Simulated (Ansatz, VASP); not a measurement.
## KBr: VASP beside Ansatz

INCAR

```
SYSTEM = KBr
ALGO     = Normal         ! electronic algorithm
EDIFF    = 1E-7           ! SCF threshold, eV
ENCUT    = 520            ! plane-wave cutoff, eV
GGA      = PE             ! functional
ISIF     = 2              ! what is computed and relaxed
ISMEAR   = -1             ! smearing method
LASPH    = .TRUE.         ! aspherical terms in the spheres
LCHARG   = .TRUE.         ! write CHGCAR
LELF     = .TRUE.         ! ELF
LREAL    = .FALSE.        ! projectors in reciprocal space
LVHAR    = .TRUE.       
LWAVE    = .FALSE.        ! write WAVECAR
NBANDS   = 24             ! bands
NELM     = 100            ! most SCF steps
PREC     = Accurate       ! precision mode
SIGMA    = 0.02           ! smearing width, eV
```

The input KPOINTS:

```
k-points
0
G
  6 6 4
  0 0 0
```

File POSCAR:

```
KBr
1.0
    5.3382142351      0.0000000000      0.0000000000
   -2.6691071176      4.6230291384      0.0000000000
    0.0000000000      0.0000000000      6.6257753402
K Br
2 2
Direct
    0.3333333333      0.6666666667     -0.0625000000
    0.6666666667      0.3333333333      0.4375000000
    0.3333333333      0.6666666667      0.4375000000
    0.6666666667      0.3333333333      0.9375000000
```

Input for Ansatz:

```yaml
crystal:
  lattice:
    - [5.3382142351, 0.0, 0.0]
    - [-2.6691071176, 4.6230291384, 0.0]
    - [0.0, 0.0, 6.6257753402]
  atoms:
    - { symbol: K, position: [0.3333333333, 0.6666666667, -0.0625] }
    - { symbol: K, position: [0.6666666667, 0.3333333333, 0.4375] }
    - { symbol: Br, position: [0.3333333333, 0.6666666667, 0.4375] }
    - { symbol: Br, position: [0.6666666667, 0.3333333333, 0.9375] }
kpoints:
  mp_grid: { grid: [6, 6, 4] }
  band_path:
    path:
      - [0.0, 0.0, 0.0]
      - [0.5, 0.0, 0.0]
      - [0.3333333333, 0.3333333333, 0.0]
      - [0.0, 0.0, 0.5]
      - [0.5, 0.0, 0.5]
      - [0.3333333333, 0.3333333333, 0.5]
    npoints: 1
hamiltonian:
  xc: pbe
scf:
  occupations: { method: fermi_dirac, width: 0.02 }
  n_extra_bands: 5
output:
  forces: true
  stress: true
  eigenvalues: true
```

Change from the starting cell: epitaxial_xy strain -5.0%.

Alike in both runs: task single point; functional PBE; k mesh 6 × 6 × 4; occupations fermi-dirac, width 0.02 eV; no spin polarisation.

```csv
,VASP,Ansatz
version,VASP 6.6.1,Ansatz 0.2.0
potentials or method,"VASP PAW PBE potentials, release 64 (K_sv, Br)","plane waves, PAW"
plane-wave cutoff (eV),520,420
valence electrons in the cell,32,32
```

Ansatz gave:

```
gap on the k mesh at the Fermi level (eV)                     : 4.34
pressure (GPa)                                                : 1.8
traceless stress, the component that is largest in VASP (GPa) : -1.19
```

Q: What did VASP give for the same quantities?

A: gap on the k mesh at the Fermi level (eV): 4.34; pressure (GPa): 1.9; traceless stress, the component that is largest in VASP (GPa): -1.21.

The functional is the same, so the differences come from potentials, cutoffs and numerics.
